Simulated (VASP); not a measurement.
The system is BAs.

```
B As
1.0
     0.00000    2.39187    2.39187
     2.39187    0.00000    2.39187
     2.39187    2.39187    0.00000
B As
1 1
Direct
  0.25000 0.25000 0.25000
  0.00000 0.00000 0.00000
```

Base run:

| Property | Result |
| --- | --- |
| Program | VASP 6.6.1 |
| Functional | PBE |
| Potentials or basis | VASP PAW PBE potentials, release 64 (B, As) |
| Cutoff | 520 eV |
| k mesh | 6 × 6 × 6 |
| Occupations | gaussian, width 0.01 eV |
| Spin | no spin polarisation |

Its results: band gap on the k mesh 1.28 eV, indirect (least direct gap 3.27 eV); pressure 2.8 GPa.

Q: The run is repeated on the same cell with these changes: functional from PBE to HSE06. What comes out?

A: Band gap on the k mesh 1.95 eV, indirect (least direct gap 4.11 eV); pressure -1.2 GPa.

HSE06 gives the wider gap, since exact exchange removes part of the self-interaction.

Caveats: the PAW data sets were made with another functional, which shifts forces and pressure a little (some runs).

A k mesh can miss the band edges.
